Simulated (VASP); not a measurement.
# PdPt2Se3 (P4/mmm) in VASP: notebook

The runs below take PdPt2Se3 through single point, relaxation of cell and atoms, with PBE.

All numbers are computed with VASP 6.6.1; they aren't measurements. Logs are shortened: lines on timing, memory, paths and dates and some standing lists are left out, and cuts for length are marked.

## Step 1: The cell of the first run

It takes space group P4/mmm (No. 123, tetragonal). Conventional cell: a = 4.789 Å, b = 4.789 Å, c = 6.254 Å, α = 90.00°, β = 90.00°, γ = 90.00°. Pd (site symmetry 4/mmm) has 2 Se at 1.94 Å and 4 Pt at 2.39 Å within 2.6 Å. Within 3.2 Å of Pt (site symmetry mmm) lie 2 Pd at 2.39 Å and 6 Se at 2.39 to 3.08 Å. Se (site symmetry 4mm) has 1 Pd at 1.94 Å and 1 Se at 2.37 Å within 2.6 Å. Within 3.2 Å of Se (site symmetry 4/mmm) lie 4 Pt at 2.39 Å.

The cell was generated, and may not be a known phase.

## Step 2: Single point, PBE

File INCAR:

```
SYSTEM = PdPt2Se3
  ALGO = Normal
  EDIFF = 1E-7
  ENCUT = 520
  GGA = PE
  ISIF = 2
  ISMEAR = 0
  LASPH = .True.
  LCHARG = .False.
  LREAL = .False.
  LWAVE = .False.
  NBANDS = 33
  NELM = 80
  PREC = Accurate
  SIGMA = 0.1
```

File KPOINTS:

```
k-points
0
Gamma
  4 4 4
  0 0 0
```

File POSCAR:

```
PdPt2Se3
1.0
    4.7887340600      0.0000000000      0.0000000000
    0.0000000000      4.7887340600      0.0000000000
    0.0000000000      0.0000000000      6.2535630700
Pd Pt Se
1 2 3
Direct
    0.5000000000      0.5000000000      0.0000000000
    0.0000000000      0.5000000000      0.0000000000
    0.5000000000      0.0000000000      0.0000000000
    0.5000000000      0.5000000000      0.3108296100
    0.5000000000      0.5000000000      0.6891703900
    0.0000000000      0.0000000000      0.0000000000
```

Potentials or basis: VASP PAW PBE potentials, release 64 (Pd, Pt, Se).

On the command line:

```console
$ cat potpaw_PBE.64/Pd/POTCAR potpaw_PBE.64/Pt/POTCAR potpaw_PBE.64/Se/POTCAR > POTCAR
$ mpirun -np 1 vasp_std > vasp.out
```

OUTCAR:

```text
SYSTEM = PdPt2Se3
   EDIFF = 1E-7
   ENCUT = 520
   GGA = PE
   ISIF = 2
   ISMEAR = 0
   LASPH = .True.
   LREAL = .False.
   NELM = 80
   PREC = Accurate

 ion  position               nearest neighbor table
   1  0.500  0.500  0.000-   4 1.94   5 1.94   2 2.39   3 2.39   3 2.39   2 2.39
   2  0.000  0.500  0.000-   1 2.39   6 2.39   6 2.39   1 2.39   5 3.08   4 3.08   4 3.08   5 3.08
                             3 3.39   3 3.39   3 3.39   3 3.39
   3  0.500  0.000  0.000-   1 2.39   6 2.39   1 2.39   6 2.39   5 3.08   4 3.08   5 3.08   4 3.08
                             2 3.39   2 3.39   2 3.39   2 3.39
   4  0.500  0.500  0.311-   1 1.94   5 2.37   3 3.08   2 3.08   3 3.08   2 3.08
   5  0.500  0.500  0.689-   1 1.94   4 2.37   3 3.08   2 3.08   3 3.08   2 3.08
   6  0.000  0.000  0.000-   2 2.39   3 2.39   2 2.39   3 2.39

  LATTYP: Found a simple tetragonal cell.
 ALAT       =     4.7887340600
 C/A-ratio  =     1.3058906575

  Lattice vectors:

 A1 = (   4.7887340600,   0.0000000000,   0.0000000000)
 A2 = (   0.0000000000,   4.7887340600,   0.0000000000)
 A3 = (   0.0000000000,   0.0000000000,   6.2535630700)

Analysis of symmetry for initial positions (statically):
=====================================================================
 Subroutine PRICEL returns:
 Original cell was already a primitive cell.

 Routine SETGRP: Setting up the symmetry group for a
 simple tetragonal supercell.

 Subroutine GETGRP returns: Found 16 space group operations
 (whereof 16 operations were pure point group operations)
 out of a pool of 16 trial point group operations.

The static configuration has the point symmetry D_4h.

Analysis of symmetry for dynamics (positions and initial velocities):
=====================================================================
 Subroutine PRICEL returns:
 Original cell was already a primitive cell.

 Routine SETGRP: Setting up the symmetry group for a
 simple tetragonal supercell.

 Subroutine GETGRP returns: Found 16 space group operations
 (whereof 16 operations were pure point group operations)
 out of a pool of 16 trial point group operations.

The dynamic configuration has the point symmetry D_4h.

 Subroutine INISYM returns: Found 16 space group operations
 (whereof 16 operations are pure point group operations),
 and found     1 'primitive' translations

----------------------------------------------------------------------------------------

                                     Primitive cell
[... 95 lines left out ...]
   NSW    =      0    number of steps for IOM
   IBRION =     -1    ionic relax: 0-MD 1-quasi-New 2-CG
   NFREE  =      0    steps in history (QN), initial steepest desc. (CG)
   ISIF   =      2    stress and relaxation
   ISYM   =      2    0-nonsym 1-usesym 2-fastsym
   POTIM  = 0.5000    time-step for ionic-motion
   TEBEG  =    0.0;   TEEND  =   0.0 temperature during run
   PSTRESS=    0.0 pullay stress
   NELECT =      48.0000    total number of electrons
   NUPDOWN=      -1.0000    fix difference up-down
   EMIN   =  10.00;   EMAX   =-10.00  energy-range for DOS
   EFERMI =   0.00;   METHOD = LEGACY
   ISMEAR =     0;   SIGMA  =   0.10  broadening in eV -4-tet -1-fermi 0-gaus
   EFERMI_NEDOS =   21; number of points for ismear=-14 and -15
   IALGO  =     38    algorithm
   IMIX   =      4    mixing-type and parameters
     AMIX     =   0.40;   BMIX     =  1.00
     AMIX_MAG =   1.60;   BMIX_MAG =  1.00
  volume/ion in A,a.u.               =      23.90       161.29
  Fermi-wavevector in a.u.,A,eV,Ry     =   1.136664  2.147984 17.578808  1.292006
  Thomas-Fermi vector in A             =   2.273369
   LORBIT       =      0    0 simple, 1 ext, 2 COOP (PROOUT), +10 PAW based schemes
   GGA     = PE    functional components
   LHFCALC =     F    Hartree Fock is set to
   AEXX    =    0.0000 exact exchange contribution
   IVDW    =     0    specifies the selected vdW correction
   LEPSILON=     F    determine dielectric tensor
   LRPA    =     F    only Hartree local field effects (RPA)
 non-spin polarized calculation
 Gauss-broadening in eV      SIGMA  =   0.10
  energy-cutoff  :      520.00
  volume of cell :      143.41
 maximum number of plane-waves:      3888
 NGX is ok and might be reduce to    36
   NGX = 17   NGY = 17   NGZ = 23

 number of electron      47.9999993 magnetization

 Free energy of the ion-electron system (eV)
  ---------------------------------------------------
  ext. energy  EPLUGINS =         0.00000000
  ---------------------------------------------------
  free energy    TOTEN  =       -19.68582105 eV

  energy without entropy =      -19.66790285  energy(sigma->0) =      -19.67686195

 E-fermi :   4.4174     XC(G=0):  -9.3261

 val. band max:        4.3534246315   @ k =   0.5000   0.5000   0.0000
 cond. band min:       4.4191033467   @ k =   0.5000   0.0000   0.2500
 fundamental gap:      0.0656787152
 Fermi energy:         4.4173954229

 k-point     1 :       0.0000    0.0000    0.0000
  band No.  band energies     occupation
      1     -11.3147      2.00000
      2     -10.2972      2.00000
      3      -8.0085      2.00000
      4      -4.3315      2.00000
      5      -2.8296      2.00000
      6      -2.8296      2.00000
[... 637 lines left out ...]
     32      12.5968      0.00000
     33      12.5969      0.00000

------------------------ aborting loop because EDIFF is reached ----------------------------------------

  FORCE on cell =-STRESS in cart. coord.  units (eV):
  Direction    XX          YY          ZZ          XY          YZ          ZX
  --------------------------------------------------------------------------------------
  -------------------------------------------------------------------------------------
  Total       21.7592725     21.7592725     54.4639711      0.0000000      0.0000000      0.0000000
  in kB      243.1005718    243.1005718    608.4864516      0.0000000      0.0000000      0.0000000
  external PRESSURE =     364.8958650 kB  Pullay stress =       0.0000000 kB

 VOLUME and BASIS-vectors are now :
 -----------------------------------------------------------------------------
  energy-cutoff  :      520.00
  volume of cell :      143.41
      direct lattice vectors                 reciprocal lattice vectors
     4.788734060  0.000000000  0.000000000     0.208823457  0.000000000  0.000000000
     0.000000000  4.788734060  0.000000000     0.000000000  0.208823457  0.000000000
     0.000000000  0.000000000  6.253563070     0.000000000  0.000000000  0.159908837

 POSITION                                       TOTAL-FORCE (eV/Angst)
 -----------------------------------------------------------------------------------
      2.39437      2.39437      0.00000         0.000000      0.000000      0.000000
      0.00000      2.39437      0.00000         0.000000      0.000000      0.000000
      2.39437      0.00000      0.00000         0.000000      0.000000      0.000000
      2.39437      2.39437      1.94379         0.000000      0.000000     12.243734
      2.39437      2.39437      4.30977         0.000000     -0.000000    -12.243734
      0.00000      0.00000      0.00000         0.000000      0.000000      0.000000
 -----------------------------------------------------------------------------------
    total drift:                                0.000000      0.000000     -0.000000

  FREE ENERGIE OF THE ION-ELECTRON SYSTEM (eV)
  ---------------------------------------------------
  free  energy   TOTEN  =       -19.6858210485 eV

  energy  without entropy=      -19.6679028455  energy(sigma->0) =      -19.67686195
```

It took 33 s on 1 thread of Intel Xeon 6975P-C (Granite Rapids), shared host; peak memory 0.28 GiB.

What came out:

```yaml
Free_energy: -19.6858 eV
Pressure: 36.5 GPa
Largest_force: 12.244 eV/Å
Band_gap_on_the_k_mesh: zero (bands 24 and 25 overlap by 1.67 eV)
```

Forces in eV/Å, atoms in the order of the input:
```
Pd    0.000   0.000   0.000
Pt    0.000   0.000   0.000
Pt    0.000   0.000   0.000
Se    0.000   0.000  12.244
Se    0.000   0.000 -12.244
Se    0.000   0.000   0.000
```

Levels at points of the mesh, in eV from the Fermi level:
```
           k point  band 21  band 22  band 23  band 24  band 25  band 26  band 27  band 28
(0.00, 0.00, 0.00)    -1.10    -1.10    -1.09     0.52     0.96     0.96     1.89     4.04
(0.50, 0.00, 0.00)    -1.11    -0.59    -0.44     0.62     0.94     0.95     2.25     3.24
(0.50, 0.50, 0.00)    -1.84    -0.06    -0.06     0.07     0.07     0.89     2.71     4.49
(0.00, 0.00, 0.50)    -1.39    -1.31    -1.31    -1.09    -1.03    -1.03     0.83     4.13
(0.50, 0.00, 0.50)    -1.50    -1.31    -1.28    -1.02    -0.59    -0.10     2.32     3.32
(0.50, 0.50, 0.50)    -1.80    -1.80    -1.62    -1.55     0.84     1.25     1.25     5.59
```

Caveat: the stress differs along the axes, from 24 to 61 GPa; spin-orbit coupling is left out, which moves the levels of the heavy elements; forces of over 1 eV/Å act on the atoms, so gaps and moduli don't describe the material at rest.

[end of part 1 of 2]

The gap in the log of VASP goes by the Fermi energy; the results here count the filled bands.